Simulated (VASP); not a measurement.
Zn2Cd3Se:

```xyz
6
Lattice="4.3867 0.0000 0.0000 0.0000 4.3867 0.0000 0.0000 0.0000 7.4280" Properties=species:S:1:pos:R:3 pbc="T T T"
Zn    2.1934    0.0000    5.3428
Zn    0.0000    2.1934    2.0852
Cd    0.0000    2.1934    5.5787
Cd    2.1934    2.1934    3.7140
Cd    2.1934    0.0000    1.8493
Se    0.0000    0.0000    0.0000
```

| Property | Result |
| --- | --- |
| Program | VASP 6.6.1 |
| Task | relaxation of cell and atoms |
| Functional | PBE |
| Potentials or basis | VASP PAW PBE potentials, release 64 (Zn, Cd, Se) |
| Cutoff | 600 eV |
| k mesh | 8 × 8 × 4 |
| Occupations | gaussian, width 0.1 eV |
| Spin | no spin polarisation |

At the start: pressure 0.8 GPa; volume 23.82 Å³/atom.

Where does the relaxation end?

Over 13 steps the energy falls by 12.8 meV/atom and the volume is 23.96 Å³/atom (+0.6 %); space group P-4m2 (No. 115, to 0.1 Å) before and after.

Step by step:
```tsv
step	energy change (eV)	largest force (eV/Å)	pressure (GPa)	volume (Å³)
1	0.0000	0.1717	0.81	142.94
2	-0.0234	0.1434	0.02	145.45
3	-0.0315	0.1107	-0.83	148.36
4	-0.0506	0.0941	-0.74	147.50
5	-0.0708	0.0531	-0.50	145.62
6	-0.0711	0.0477	-0.47	145.39
7	-0.0739	0.0542	0.19	143.20
8	-0.0741	0.0528	0.04	143.67
9	-0.0746	0.0475	0.03	143.69
10	-0.0758	0.0314	0.01	143.75
11	-0.0763	0.0054	-0.02	143.85
12	-0.0764	0.0099	-0.01	143.82
13	-0.0769	0.0060	-0.03	143.76
```

Final structure:
```
Zn Cd Se
1.0
     4.27424    0.00000    0.00000
     0.00000    4.27424    0.00000
     0.00000    0.00000    7.86875
Zn Cd Se
2 3 1
Direct
  0.50000 0.00000 0.73177
  0.00000 0.50000 0.26823
  0.00000 0.50000 0.75263
  0.50000 0.50000 0.50000
  0.50000 0.00000 0.24737
  0.00000 0.00000 0.00000
```
